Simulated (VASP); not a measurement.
# Se (P3_121) in VASP: single point with PBE

Aim: the single point of Se with PBE.

Everything below comes from runs of VASP 6.6.1. Logs are shortened: lines on timing, memory, paths and dates and some standing lists are left out, and cuts for length are marked.

### 1 The cell of the first run

Symmetry: P3_121, No. 152, trigonal system. Conventional cell: a = 4.261 Å, b = 4.261 Å, c = 4.846 Å, α = 90.00°, β = 90.00°, γ = 120.00°. Within 3.0 Å of Se (site symmetry 2) lie 2 Se at 2.28 Å.

### 2 Single point, PBE

Input file POSCAR:

```
Se
1.0
    4.2611224100      0.0000000000      0.0000000000
   -2.1305612100      3.6902410200      0.0000000000
    0.0000000000      0.0000000000      4.8457880500
Se
3
Direct
    0.2180000000      0.0000000000      0.3333000000
    0.0000000000      0.2180000000      0.6666300000
    0.7820000000      0.7820000000      0.9999700000
```

Input file INCAR.step1:

```
SYSTEM = Se
ALGO = Normal ; EDIFF = 1E-7
ENCUT = 520 ; GGA = PE
ISIF = 2 ; ISMEAR = -1
LASPH = .True. ; LCHARG = .True.
LREAL = .False. ; LWAVE = .False.
NBANDS = 16 ; NELM = 100
PREC = Accurate ; SIGMA = 0.1
```

Input file KPOINTS.step1:

```
k-points
0
Gamma
  7 7 5
  0 0 0
```

Input file INCAR.step2:

```
SYSTEM = Se
ALGO = Normal ; EDIFF = 1E-7
ENCUT = 520 ; GGA = PE
ICHARG = 11 ; ISIF = 2
ISMEAR = -5 ; LASPH = .True.
LCHARG = .False. ; LORBIT = 11
LREAL = .False. ; LWAVE = .False.
NEDOS = 2001 ; NELM = 100
PREC = Accurate ; SIGMA = 0.1
```

Input file KPOINTS.step2:

```
k-points
0
Gamma
  11 11 8
  0 0 0
```

Potentials or basis: VASP PAW PBE potentials, release 64 (Se).

Started as:

```console
cat potpaw_PBE.64/Se/POTCAR > POTCAR
cp INCAR.step1 INCAR
cp KPOINTS.step1 KPOINTS
mpirun -np 1 vasp_std > vasp.out
cp INCAR.step2 INCAR
cp KPOINTS.step2 KPOINTS
mpirun -np 1 vasp_std > vasp.out
```

OUTCAR:

```text
SYSTEM = Se
   EDIFF = 1E-7
   ENCUT = 520
   GGA = PE
   ICHARG = 11
   ISIF = 2
   ISMEAR = -5
   LASPH = .True.
   LORBIT = 11
   LREAL = .False.
   NELM = 100
   PREC = Accurate

 ion  position               nearest neighbor table
   1  0.218  0.000  0.333-   3 2.28   2 2.28
   2  0.000  0.218  0.667-   1 2.28   3 2.28
   3  0.782  0.782  1.000-   1 2.28   2 2.28

  LATTYP: Found a hexagonal cell.
 ALAT       =     4.2611224100
 C/A-ratio  =     1.1372093040

  Lattice vectors:

 A1 = (   4.2611224100,   0.0000000000,   0.0000000000)
 A2 = (  -2.1305612100,   3.6902410200,   0.0000000000)
 A3 = (   0.0000000000,   0.0000000000,   4.8457880500)

Analysis of symmetry for initial positions (statically):
=====================================================================
 Subroutine PRICEL returns:
 Original cell was already a primitive cell.

 Routine SETGRP: Setting up the symmetry group for a
 hexagonal supercell.

 Subroutine GETGRP returns: Found  2 space group operations
 (whereof  1 operations were pure point group operations)
 out of a pool of 24 trial point group operations.

The static configuration has the point symmetry C_1 .
 The point group associated with its full space group is C_2 .

Analysis of symmetry for dynamics (positions and initial velocities):
=====================================================================
 Subroutine PRICEL returns:
 Original cell was already a primitive cell.

 Routine SETGRP: Setting up the symmetry group for a
 hexagonal supercell.

 Subroutine GETGRP returns: Found  2 space group operations
 (whereof  1 operations were pure point group operations)
 out of a pool of 24 trial point group operations.

The dynamic configuration has the point symmetry C_1 .
 The point group associated with its full space group is C_2 .

 Subroutine INISYM returns: Found  2 space group operations
 (whereof  1 operations are pure point group operations),
 and found     1 'primitive' translations

----------------------------------------------------------------------------------------

                                     Primitive cell

  volume of cell :      76.1979

  direct lattice vectors                    reciprocal lattice vectors
     4.261122410  0.000000000  0.000000000     0.234679951  0.135492505  0.000000000
    -2.130561210  3.690241020  0.000000000     0.000000000  0.270985010  0.000000000
     0.000000000  0.000000000  4.845788050     0.000000000  0.000000000  0.206364783

  length of vectors
     4.261122410  4.261123074  4.845788050     0.270985052  0.270985010  0.206364783

  position of ions in fractional coordinates (direct lattice)
     0.218000000  0.000000000  0.333300000
     0.000000000  0.218000000  0.666630000
     0.782000000  0.782000000  0.999970000

  ion indices of the primitive-cell ions
   primitive index   ion index
                 1           1
                 2           2
                 3           3

----------------------------------------------------------------------------------------

 KPOINTS: k-points

Automatic generation of k-mesh.
 Grid dimensions read from file:
 generate k-points for:   11   11    8

 Generating k-lattice:

  Cartesian coordinates                     Fractional coordinates (reciprocal lattice)
     0.021334541  0.012317500  0.000000000     0.090909091  0.000000000  0.000000000
     0.000000000  0.024635001  0.000000000     0.000000000  0.090909091  0.000000000
     0.000000000  0.000000000  0.025795598     0.000000000  0.000000000  0.125000000

  Length of vectors
     0.024635005  0.024635001  0.025795598

  Shift w.r.t. Gamma in fractional coordinates (k-lattice)
     0.000000000  0.000000000  0.000000000

 TETIRR: Found   2900 inequivalent tetrahedra from     5808

 Subroutine IBZKPT returns following result:
 ===========================================

 Found    270 irreducible k-points:

 Following reciprocal coordinates:
            Coordinates               Weight
  0.000000  0.000000  0.000000      1.000000
  0.090909  0.000000  0.000000      4.000000
  0.000000  0.090909  0.000000      2.000000
  0.181818  0.000000  0.000000      4.000000
  0.000000  0.181818  0.000000      2.000000
  0.272727  0.000000  0.000000      4.000000
[... 16 lines left out ...]
  0.454545  0.090909  0.000000      4.000000
 -0.090909 -0.454545  0.000000      2.000000
 [... further k-points ...]
   k-points           NKPTS =    270   k-points in BZ     NKDIM =    270   number of bands    NBANDS=     13
   number of dos      NEDOS =   2001   number of ions     NIONS =      3
   total plane-waves  NPLWV =  36864
   dimension x,y,z NGX =    32 NGY =   32 NGZ =   36
   dimension x,y,z NGXF=    64 NGYF=   64 NGZF=   72
   ions per type =               3
   NGX,Y,Z   is equivalent  to a cutoff of  12.48, 12.48, 12.35 a.u.
   NGXF,Y,Z  is equivalent  to a cutoff of  24.97, 24.97, 24.70 a.u.
 SYSTEM =  Se
   PREC   = accura    normal or accurate (medium, high low for compatibility)
   ISTART =      0    job   : 0-new  1-cont  2-samecut
   ICHARG =     11    charge: 1-file 2-atom 10-const
   ISPIN  =      1    spin polarized calculation?
   LNONCOLLINEAR =      F non collinear calculations
   LSORBIT =      F    spin-orbit coupling
   LASPH  =      T    aspherical Exc in radial PAW
   ENCUT  =  520.0 eV  38.22 Ry    6.18 a.u.   7.92  7.92  9.01*2*pi/ulx,y,z
   NELM   =    100;   NELMIN=  2; NELMDL=  0     # of ELM steps
   EDIFF  = 0.1E-06   stopping-criterion for ELM
   LREAL  =      F    real-space projection
   EDIFFG = 0.1E-05   stopping-criterion for IOM
   NSW    =      0    number of steps for IOM
   IBRION =     -1    ionic relax: 0-MD 1-quasi-New 2-CG
   NFREE  =      0    steps in history (QN), initial steepest desc. (CG)
   ISIF   =      2    stress and relaxation
   ISYM   =      2    0-nonsym 1-usesym 2-fastsym
   POTIM  = 0.5000    time-step for ionic-motion
   TEBEG  =    0.0;   TEEND  =   0.0 temperature during run
   PSTRESS=    0.0 pullay stress
   NELECT =      18.0000    total number of electrons
   NUPDOWN=      -1.0000    fix difference up-down
   EMIN   =  10.00;   EMAX   =-10.00  energy-range for DOS
   EFERMI =   0.00;   METHOD = LEGACY
   ISMEAR =    -5;   SIGMA  =   0.10  broadening in eV -4-tet -1-fermi 0-gaus
   EFERMI_NEDOS =   21; number of points for ismear=-14 and -15
   IALGO  =     38    algorithm
   IMIX   =      4    mixing-type and parameters
     AMIX     =   0.40;   BMIX     =  1.00
     AMIX_MAG =   1.60;   BMIX_MAG =  1.00
  volume/ion in A,a.u.               =      25.40       171.40
  Fermi-wavevector in a.u.,A,eV,Ry     =   1.012010  1.912421 13.934588  1.024163
  Thomas-Fermi vector in A             =   2.145093
   LORBIT       =     11    0 simple, 1 ext, 2 COOP (PROOUT), +10 PAW based schemes
   GGA     = PE    functional components
   LHFCALC =     F    Hartree Fock is set to
   AEXX    =    0.0000 exact exchange contribution
   IVDW    =     0    specifies the selected vdW correction
   LEPSILON=     F    determine dielectric tensor
   LRPA    =     F    only Hartree local field effects (RPA)
 non-spin polarized calculation
 Fermi weights with tetrahedron method with Bloechl corrections
  energy-cutoff  :      520.00
  volume of cell :       76.20
 maximum number of plane-waves:      2070

 number of electron      18.0000004 magnetization

 Free energy of the ion-electron system (eV)
  ---------------------------------------------------
  ext. energy  EPLUGINS =         0.00000000
  ---------------------------------------------------
  free energy    TOTEN  =       -10.13507599 eV

  energy without entropy =      -10.13507599  energy(sigma->0) =      -10.13507599

 E-fermi :   3.4921     XC(G=0):  -9.1211

 val. band max:        3.4815439536   @ k =  -0.0909  -0.4545   0.5000
 cond. band min:       4.5838136238   @ k =  -0.2727  -0.3636   0.5000
 fundamental gap:      1.1022696702
 Fermi energy:         3.4920885818

 k-point     1 :       0.0000    0.0000    0.0000
  band No.  band energies     occupation
      1     -13.2495      2.00000
      2      -8.5874      2.00000
      3      -8.5873      2.00000
      4      -0.7129      2.00000
      5      -0.7128      2.00000
      6      -0.6695      2.00000
      7       0.9996      2.00000
      8       0.9996      2.00000
      9       2.9513      2.00000
     10       5.5786      0.00000
     11       5.5788      0.00000
     12       5.8707      0.00000
     13       9.6156      0.00000

 k-point     2 :       0.0909    0.0000    0.0000
  band No.  band energies     occupation
      1     -13.2158      2.00000
      2      -8.6158      2.00000
      3      -8.5806      2.00000
      4      -1.1632      2.00000
      5      -0.8494      2.00000
      6      -0.4354      2.00000
      7       1.0174      2.00000
      8       1.2095      2.00000
      9       2.8745      2.00000
     10       5.5118      0.00000
     11       5.5625      0.00000
     12       5.9821      0.00000
     13       9.3757      0.00000
[... 321 lines left out ...]
 k-point    23 :       0.4545    0.0909    0.0000
  band No.  band energies     occupation
      1     -12.7457      2.00000
      2      -9.0639      2.00000
      3      -8.5350      2.00000
      4      -2.3446      2.00000
      5      -1.7813      2.00000
      6      -0.2341      2.00000
      7       0.2590      2.00000
      8       1.2407      2.00000
      9       2.1137      2.00000
     10       5.6532      0.00000
     11       6.3168      0.00000
     12       7.9892      0.00000
     13       8.7761      0.00000

 k-point    24 :      -0.0909   -0.4545    0.0000
  band No.  band energies     occupation
      1     -12.7457      2.00000
      2      -9.0640      2.00000
      3      -8.5349      2.00000
      4      -2.3446      2.00000
      5      -1.7813      2.00000
      6      -0.2340      2.00000
      7       0.2589      2.00000
      8       1.2406      2.00000
      9       2.1137      2.00000
     10       5.6532      0.00000
     11       6.3168      0.00000
     12       7.9891      0.00000
     13       8.7761      0.00000

 [... further k-points ...]

------------------------ aborting loop because EDIFF is reached ----------------------------------------

  FORCE on cell =-STRESS in cart. coord.  units (eV):
  Direction    XX          YY          ZZ          XY          YZ          ZX
  --------------------------------------------------------------------------------------
  -------------------------------------------------------------------------------------
  Total        4.0880005      4.0875552      6.8822588     -0.0000000      0.0004909     -0.0000000
  in kB       85.9564288     85.9470656    144.7099608     -0.0000001      0.0103212     -0.0000000
  external PRESSURE =     105.5378184 kB  Pullay stress =       0.0000000 kB

 VOLUME and BASIS-vectors are now :
 -----------------------------------------------------------------------------
  energy-cutoff  :      520.00
  volume of cell :       76.20
      direct lattice vectors                 reciprocal lattice vectors
     4.261122410  0.000000000  0.000000000     0.234679951  0.135492505  0.000000000
    -2.130561210  3.690241020  0.000000000     0.000000000  0.270985010  0.000000000
     0.000000000  0.000000000  4.845788050     0.000000000  0.000000000  0.206364783

 POSITION                                       TOTAL-FORCE (eV/Angst)
 -----------------------------------------------------------------------------------
      0.92892      0.00000      1.61510         1.964802      0.000000      0.000000
     -0.46446      0.80447      3.23035        -0.982401      1.701354      0.000341
      1.66610      2.88577      4.84564        -0.982401     -1.701354     -0.000341
 -----------------------------------------------------------------------------------
    total drift:                                0.000001     -0.000000     -0.000000

  FREE ENERGIE OF THE ION-ELECTRON SYSTEM (eV)
  ---------------------------------------------------
  free  energy   TOTEN  =       -10.1350759907 eV

  energy  without entropy=      -10.1350759907  energy(sigma->0) =      -10.13507599

 total charge

# of ion       s       p       d       tot
------------------------------------------
    1        1.510   2.247   0.077   3.834
    2        1.510   2.247   0.077   3.834
    3        1.510   2.247   0.077   3.834
--------------------------------------------------
tot          4.531   6.740   0.232  11.502
```

Run time: 2.7 min. Hardware: 1 thread of Intel Xeon Platinum 8488C (Sapphire Rapids), shared host; peak memory 0.35 GiB.

What came out:

```
Valence electrons inside the program's atomic spheres : Se 3.83
```
